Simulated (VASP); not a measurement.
Set up this calculation in VASP 6.6.1, as the native input.

```yaml
Task: single point
Functional: PBEsol
Potentials_or_basis: VASP PAW PBE potentials, release 64 (Al, Ru_pv)
Cutoff: 520 eV
k_mesh: 1 × 1 × 1
Occupations: gaussian, width 0.1 eV
Spin: no spin polarisation
Dipole_correction: no
Further_INCAR_settings: ALGO = Normal; EDIFF = 1e-06; NBANDS = 17
```

The structure of Al2Ru lies in POSCAR:

```
Al2Ru
1.0
   -1.5604216200      1.5604216200      4.2218055900
    1.5604216200     -1.5604216200      4.2218055900
    1.5604216200      1.5604216200     -4.2218055900
Al Ru
2 1
Direct
    0.6592021900      0.6592021900      0.0000000000
    0.3407978100      0.3407978100      0.0000000000
    0.0000000000      0.0000000000      0.0000000000
```

The input as run:

INCAR

```
SYSTEM = Al2Ru
ALGO     = Normal         ! electronic algorithm
EDIFF    = 1E-6           ! SCF threshold, eV
ENCUT    = 520            ! plane-wave cutoff, eV
GGA      = PS             ! functional
ISIF     = 2              ! what is computed and relaxed
ISMEAR   = 0              ! smearing method
LASPH    = .True.         ! aspherical terms in the spheres
LCHARG   = .False.        ! write CHGCAR
LREAL    = .False.        ! projectors in reciprocal space
LWAVE    = .False.        ! write WAVECAR
NBANDS   = 17             ! bands
NELM     = 60             ! most SCF steps
PREC     = Accurate       ! precision mode
SIGMA    = 0.1            ! smearing width, eV
```

KPOINTS

```
k-points
0
Gamma
  1 1 1
  0 0 0
```

Potentials or basis: VASP PAW PBE potentials, release 64 (Al, Ru_pv).

The run is started by

```bash
$ cat potpaw_PBE.64/Al/POTCAR potpaw_PBE.64/Ru_pv/POTCAR > POTCAR
$ mpirun -np 1 vasp_gam > vasp.out
```

It gave:

```
Pressure               : 8.0 GPa
Largest force          : 3.069 eV/Å
Band gap on the k mesh : 1.33 eV
```

Caveat: the k points lie up to 2.85 Å⁻¹ apart; the PAW data sets were made with another functional, which shifts forces and pressure a little.

Run time: 3.2 s on 1 thread of Intel(R) Xeon(R) 6975P-C (Granite Rapids), with other jobs on the host, peak memory 0.19 GiB.
